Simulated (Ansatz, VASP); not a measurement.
# TeS2 in VASP and in Ansatz

The input INCAR:

```
SYSTEM = TeS2
ALGO     = Normal         ! electronic algorithm
EDIFF    = 1E-8           ! SCF threshold, eV
ENCUT    = 520            ! plane-wave cutoff, eV
GGA      = PE             ! functional
ISIF     = 2              ! what is computed and relaxed
ISMEAR   = -1             ! smearing method
LASPH    = .True.         ! aspherical terms in the spheres
LCHARG   = .False.        ! write CHGCAR
LEFG     = .True.       
LREAL    = .False.        ! projectors in reciprocal space
LWAVE    = .False.        ! write WAVECAR
NBANDS   = 16             ! bands
NELM     = 100            ! most SCF steps
PREC     = Accurate       ! precision mode
SIGMA    = 0.03           ! smearing width, eV
```

KPOINTS

```
k-points
0
Gamma
  10 10 10
  0 0 0
```

Contents of POSCAR:

```
TeS2
1.0
    0.0000000000      3.2774155851      3.2774155851
    3.2774155851      0.0000000000      3.2774155851
    3.2774155851      3.2774155851      0.0000000000
Te S
1 2
Direct
    0.0000000000      0.0000000000      0.0000000000
    0.2500000000      0.2500000000      0.2500000000
    0.7500000000      0.7500000000      0.7500000000
```

Input for Ansatz:

```yaml
crystal:
  lattice:
    - [0.0, 3.2774155851, 3.2774155851]
    - [3.2774155851, 0.0, 3.2774155851]
    - [3.2774155851, 3.2774155851, 0.0]
  atoms:
    - { symbol: Te, position: [0.0, 0.0, 0.0] }
    - { symbol: S, position: [0.25, 0.25, 0.25] }
    - { symbol: S, position: [0.75, 0.75, 0.75] }
kpoints:
  mp_grid: { grid: [10, 10, 10] }
  band_path:
    path:
      - [0.0, 0.0, 0.0]
      - [0.5, 0.0, 0.5]
      - [0.625, 0.25, 0.625]
      - [0.375, 0.375, 0.75]
      - [0.0, 0.0, 0.0]
      - [0.5, 0.5, 0.5]
      - [0.5, 0.25, 0.75]
      - [0.5, 0.0, 0.5]
    npoints: 8
scf:
  occupations: { method: fermi_dirac, width: 0.03 }
hamiltonian:
  xc: pbe
  pseudopotentials: { kind: paw }
output:
  forces: true
  stress: true
  eigenvalues: true
  efg: { contact_densities: true }
  populations: true
  bader: true
  dos: { projected: true, de: 0.2, e_range: [-14, 8] }
```

Alike in both runs: task electric field gradients; functional PBE; k mesh 10 × 10 × 10; occupations fermi-dirac, width 0.03 eV; no spin polarisation.

|  | VASP | Ansatz |
| --- | --- | --- |
| version | VASP 6.6.1 | Ansatz 0.2.0 |
| potentials or method | VASP PAW PBE potentials, release 64 (Te, S) | PAW with Ansatz's default frozen-core files, scalar-relativistic |
| plane-wave cutoff (eV) | 520 | 420 |
| valence electrons in the cell | 18 | 28 |

VASP gave:

| Property | Result |
| --- | --- |
| pressure (GPa) | -0.2 |

Question: What did Ansatz give for the same quantities?

Answer: Pressure (GPa): 0.0.

The functional is the same, so the differences come from potentials, cutoffs and numerics. VASP's potentials hold 18 valence electrons a cell and Ansatz's 28, so a difference there can come from the potentials and not from the codes.

Spin-orbit coupling is off throughout.
